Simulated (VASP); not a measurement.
Wanted: the native input for a VASP 6.6.1 run.

```
Task                   : relaxation of cell and atoms
Functional             : PBEsol
Dispersion             : D3(BJ)
Potentials or basis    : VASP PAW PBE potentials, release 64 (Cu_sv_GW)
Cutoff                 : 700 eV
k mesh                 : 11 × 11 × 3
Occupations            : methfessel-paxton, width 0.1 eV
Spin                   : no spin polarisation
Dipole correction      : no
Further INCAR settings : ALGO = Normal; EDIFF = 1e-07; IBRION = 2; EDIFFG = -0.01; NSW = 80; ISIF = 3
```

The structure of Cu lies in POSCAR:

```
Cu
1.0
    2.5307640300      0.0000000000      0.0000000000
   -1.2653820150      2.1917059410      0.0000000000
    0.0000000000      0.0000000000      8.2618150800
Cu
4
Direct
    0.0000000000      0.0000000000      0.0000000000
    0.0000000000      0.0000000000      0.5000000000
    0.3333333333      0.6666666667      0.2500000000
    0.6666666667      0.3333333333      0.7500000000
```

This isn't the form of Cu at room conditions, which is fcc.

One way to write it, as run:

INCAR

```
SYSTEM = Cu
PREC = Accurate
ENCUT = 700
EDIFF = 1E-7
ISMEAR = 1
SIGMA = 0.1
LREAL = .False.
LASPH = .True.
NELM = 120
ALGO = Normal
ISIF = 3
LWAVE = .False.
LCHARG = .False.
GGA = PS
IVDW = 12
IBRION = 2
NSW = 80
EDIFFG = -0.01
GGA_COMPAT = .False.
NELMIN = 4
```

KPOINTS

```
regular mesh
0
Gamma
  11 11 3
  0 0 0
```

Potentials or basis: VASP PAW PBE potentials, release 64 (Cu_sv_GW).

Run with:

```sh
$ cat potpaw_PBE.64/Cu_sv_GW/POTCAR > POTCAR
$ mpirun -np 1 vasp_std > vasp.out
```

It gave:

```yaml
Relaxed_volume: 10.58 Å³/atom
Relaxed_cell: a = 2.460 Å, b = 2.460 Å, c = 8.075 Å, α = 90.00°, β = 90.00°, γ = 120.00°
Space_group_after_relaxing_to_0.1_Å: P6_3/mmc (No. 194)
Energy_gained_by_relaxing: 43.5 meV/atom
Ionic_steps: 5
Pressure_after_relaxing: 0.1 GPa
Band_gap_on_the_k_mesh: zero (bands 38 and 39 overlap by 4.70 eV)
Dispersion_energy_per_atom: -0.586 eV
```

Caveat: the PAW data sets were made with another functional, which shifts forces and pressure a little.

Run time: 6.5 min on 1 thread of Intel(R) Xeon(R) 6975P-C (Granite Rapids), on a shared host, peak memory 0.25 GiB.
